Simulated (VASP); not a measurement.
Wanted: the native input for a VASP 6.6.1 run.

- Task: single point
- Functional: PBE
- Potentials or basis: VASP PAW PBE potentials, release 64 (Cs_sv, La, Ge_d)
- Cutoff: 520 eV
- k mesh: 3 × 3 × 3
- Occupations: gaussian, width 0.1 eV
- Spin: no spin polarisation
- Dipole correction: no
- Further INCAR settings: ALGO = Normal; EDIFF = 1e-06; NBANDS = 43

The structure of CsLaGe lies in POSCAR:

```
CsLaGe
1.0
    2.6900133232      1.5530799163     10.2881049981
   -2.6900133232      1.5530799163     10.2881049981
    0.0000000000     -3.1061598326     10.2881049981
Cs La Ge
2 2 2
Direct
    0.5000000000      0.5000000000      0.5000000000
    0.0000000000      0.0000000000      0.0000000000
    0.3789619651      0.3789619651      0.3789619651
    0.6210380349      0.6210380349      0.6210380349
    0.7277569716      0.7277569716      0.7277569716
    0.2722430284      0.2722430284      0.2722430284
```

The cell was generated, and may not be a known phase.

The input as run:

INCAR

```
SYSTEM = CsLaGe
PREC = Accurate ; ENCUT = 520
EDIFF = 1E-6 ; ISMEAR = 0
SIGMA = 0.1 ; LREAL = .FALSE.
LASPH = .TRUE. ; NELM = 60
ALGO = Normal ; ISIF = 2
LWAVE = .FALSE. ; LCHARG = .TRUE.
GGA = PE ; LELF = .TRUE.
LVHAR = .TRUE. ; NBANDS = 43
```

KPOINTS

```
regular mesh
0
G
  3 3 3
  0 0 0
```

Potentials or basis: VASP PAW PBE potentials, release 64 (Cs_sv, La, Ge_d).

Launch:

```sh
$ cat potpaw_PBE.64/Cs_sv/POTCAR potpaw_PBE.64/La/POTCAR potpaw_PBE.64/Ge_d/POTCAR > POTCAR
$ mpirun -np 1 vasp_std > vasp.out
```

Results of the run:

```
Pressure               : 0.1 GPa
Largest force          : 0.041 eV/Å
Band gap on the k mesh : 0.44 eV (least direct gap 0.53 eV)
```

Caveat: the k points lie up to 0.45 Å⁻¹ apart; spin-orbit coupling is left out, which moves the levels of the heavy elements.

Wall time 4 min on 1 thread of AMD EPYC 9R45 96-Core Processor (Zen 5), with other jobs on the host, peak memory 0.91 GiB.
